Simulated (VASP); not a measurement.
Write the native input for VASP 6.6.1 that does the following.

```
Task                   : relaxation of cell and atoms
Functional             : PBE
Potentials or basis    : VASP PAW PBE potentials, release 64 (Hf_pv, C)
Cutoff                 : 600 eV
k mesh                 : 17 × 17 × 17
Occupations            : fermi-dirac, width 0.1 eV
Spin                   : no spin polarisation
Target pressure        : 170 GPa
Dipole correction      : no
Further INCAR settings : ALGO = Normal; EDIFF = 1e-06; IBRION = 2; EDIFFG = -0.005; NSW = 32; ISIF = 3
```

The structure of HfC (rocksalt type) lies in POSCAR:

```
HfC
1.0
    0.0000000000      2.0620849805      2.0620849805
    2.0620849805      0.0000000000      2.0620849805
    2.0620849805      2.0620849805      0.0000000000
Hf C
1 1
Direct
    0.0000000000      0.0000000000      0.0000000000
    0.5000000000      0.5000000000      0.5000000000
```

One way to write it, as run:

INCAR

```
SYSTEM = HfC
ALGO = Normal
EDIFF = 1E-6
EDIFFG = -0.005
ENCUT = 600
GGA = PE
IBRION = 2
ISIF = 3
ISMEAR = -1
LASPH = .True.
LCHARG = .False.
LREAL = .False.
LWAVE = .False.
NELM = 80
NSW = 32
PREC = Accurate
PSTRESS = 1700.0
SIGMA = 0.1
```

KPOINTS

```
k-points
0
Gamma
  17 17 17
  0 0 0
```

Potentials or basis: VASP PAW PBE potentials, release 64 (Hf_pv, C).

Run with:

```console
$ cat potpaw_PBE.64/Hf_pv/POTCAR potpaw_PBE.64/C/POTCAR > POTCAR
$ mpirun -np 1 vasp_std > vasp.out
```

It gave:

| Property | Result |
| --- | --- |
| Relaxed volume | 8.82 Å³/atom |
| Relaxed cell | a = 2.922 Å, b = 2.922 Å, c = 2.922 Å, α = 60.00°, β = 60.00°, γ = 60.00° |
| Space group after relaxing (to 0.1 Å) | Fm-3m (No. 225) |
| Energy change on relaxing (the run minimises the enthalpy) | -52.0 meV/atom |
| Ionic steps | 3 |
| Pressure after relaxing | 170.0 GPa |
| Band gap on the k mesh | zero (bands 7 and 8 overlap by 1.62 eV) |

Caveat: the cell is relaxed towards a set pressure, so the run minimises the enthalpy, not the energy; spin-orbit coupling is left out, which moves the levels of the heavy elements.

It took 2.2 min on 1 thread of Intel Xeon 8259CL (shared host), peak memory 0.18 GiB.
